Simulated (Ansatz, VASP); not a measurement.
**HfN in VASP and in Ansatz**

```xyz
2
Lattice="0.0000 2.2830 2.2830 2.2830 0.0000 2.2830 2.2830 2.2830 0.0000" Properties=species:S:1:pos:R:3 pbc="T T T"
Hf    0.0000    0.0000    0.0000
N     2.2830    2.2830    2.2830
```

Alike in both runs: task relaxation of cell and atoms; functional PBE; k mesh 16 × 16 × 16; occupations gaussian, width 0.1 eV; no spin polarisation.

```csv
,VASP,Ansatz
version,VASP 6.6.1,Ansatz 0.2.0
potentials or method,"VASP PAW PBE potentials, release 64 (Hf_pv, N), cutoff 600 eV","scalar-relativistic, all-electron LAPW"
```

|  | VASP | Ansatz | Ansatz less VASP |
| --- | --- | --- | --- |
| gap on the k mesh at the Fermi level, each at its own relaxed structure (eV) | none | none | - |
| relaxed volume (Å³/atom) | 11.65 | 11.76 | +0.111 |
| relaxed cell length with the largest relative difference (Å) | 3.206 | 3.216 | +0.0102 |

A gap of «none» marks a metal or a gap that the smearing closes. Ansatz ran all-electron here, and VASP with PAW potentials.

Spin-orbit coupling is off throughout.
